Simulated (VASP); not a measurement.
A run of VASP 6.6.1 is set up as follows.

File INCAR:

```
PREC = Accurate
ENCUT = 500
EDIFF = 1E-6
ISMEAR = 1
SIGMA = 0.1
LREAL = False
LASPH = True
NELM = 120
ALGO = Normal
ISIF = 2
LWAVE = False
LCHARG = False
GGA = PE
IVDW = 12
NBANDS = 12
GGA_COMPAT = False
```

Contents of KPOINTS:

```
Automatic mesh
0
Gamma
  8 8 8
  0.5 0.5 0.5
```

File POSCAR:

```
Ta
1.0
   -1.6460684196      1.6460684196      1.6460684196
    1.6460684196     -1.6460684196      1.6460684196
    1.6460684196      1.6460684196     -1.6460684196
Ta
1
Direct
    0.0000000000      0.0000000000      0.0000000000
```

Potentials or basis: VASP PAW PBE potentials, release 64 (Ta_pv).

Run with:

```bash
$ cat potpaw_PBE.64/Ta_pv/POTCAR > POTCAR
$ mpirun -np 1 vasp_std > vasp.out
```

Q: Estimate the dispersion energy per atom.

A: -0.669 eV.

Q: What does it give for the pressure?

A: 1.0 GPa.

Caveat: three body term missing; pairwise dispersion overbinds metals, which lowers pressure and volume.
